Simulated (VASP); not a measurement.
Here is a VASP 6.6.1 calculation.

File INCAR:

```
SYSTEM = TaBeBi3
PREC = Accurate
ENCUT = 600
EDIFF = 1E-6
ISMEAR = 0
SIGMA = 0.1
LREAL = .FALSE.
LASPH = .TRUE.
NELM = 80
ALGO = Fast
ISIF = 3
LWAVE = .FALSE.
LCHARG = .FALSE.
GGA = PE
IBRION = 2
NSW = 100
EDIFFG = -0.01
```

KPOINTS

```
regular mesh
0
G
  8 8 8
  0 0 0
```

The input POSCAR:

```
TaBeBi3
1.0
    5.0322716880      0.0000000000      0.0000000000
    0.0000000000      5.0322716880      0.0000000000
    0.0000000000      0.0000000000      5.0322716880
Ta Be Bi
1 1 3
Direct
    0.0000000000      0.0000000000      0.0000000000
    0.5000000000      0.5000000000      0.5000000000
    0.0000000000      0.5000000000      0.5000000000
    0.5000000000      0.0000000000      0.5000000000
    0.5000000000      0.5000000000      0.0000000000
```

Potentials or basis: VASP PAW PBE potentials, release 64 (Ta_pv, Be, Bi_d).

The run is started by

```bash
$ cat potpaw_PBE.64/Ta_pv/POTCAR potpaw_PBE.64/Be/POTCAR potpaw_PBE.64/Bi_d/POTCAR > POTCAR
$ mpirun -np 1 vasp_std > vasp.out
```

Estimate the band gap on the k mesh.

zero (bands 29 and 30 overlap by 1.01 eV).

Estimate the space group after relaxing (to 0.1 Å).

Pm-3m (No. 221).

Final structure:
```xyz
5
Lattice="5.0132 0.0000 0.0000 0.0000 5.0132 0.0000 0.0000 0.0000 5.0132" Properties=species:S:1:pos:R:3 pbc="T T T"
Ta    0.0000    0.0000    0.0000
Be    2.5066    2.5066    2.5066
Bi    0.0000    2.5066    2.5066
Bi    2.5066    0.0000    2.5066
Bi    2.5066    2.5066    0.0000
```

Caveat: spin-orbit coupling is left out, which moves the levels of the heavy elements.
